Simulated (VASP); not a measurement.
GaN:

```
Ga N
1.0
     0.00000    2.24895    2.24895
     2.23771    0.00000    2.24895
     2.23771    2.24895    0.00000
Ga N
1 1
Direct
  0.00000 0.00000 0.00000
  0.25000 0.25000 0.25000
```

This cell differs from its parent crystal: uniaxial x strain -0.5%.

Base run:

| Property | Result |
| --- | --- |
| Program | VASP 6.6.1 |
| Functional | PBE |
| Potentials or basis | VASP PAW PBE potentials, release 64 (Ga_d, N) |
| Cutoff | 520 eV |
| k mesh | 6 × 6 × 6 |
| Occupations | gaussian, width 0.01 eV |
| Spin | no spin polarisation |

Its results: band gap on the k mesh 1.78 eV, direct; pressure 7.2 GPa.

The run is repeated on the same cell with these changes: functional from PBE to r2SCAN; k mesh from 6 × 6 × 6 to 10 × 10 × 10. What comes out?

Band gap on the k mesh 2.18 eV, direct; pressure 2.1 GPa.

Several settings changed at once, so the effect can't be laid on one alone.

Caveats: the PAW data sets were made with another functional, which shifts forces and pressure a little (some runs).

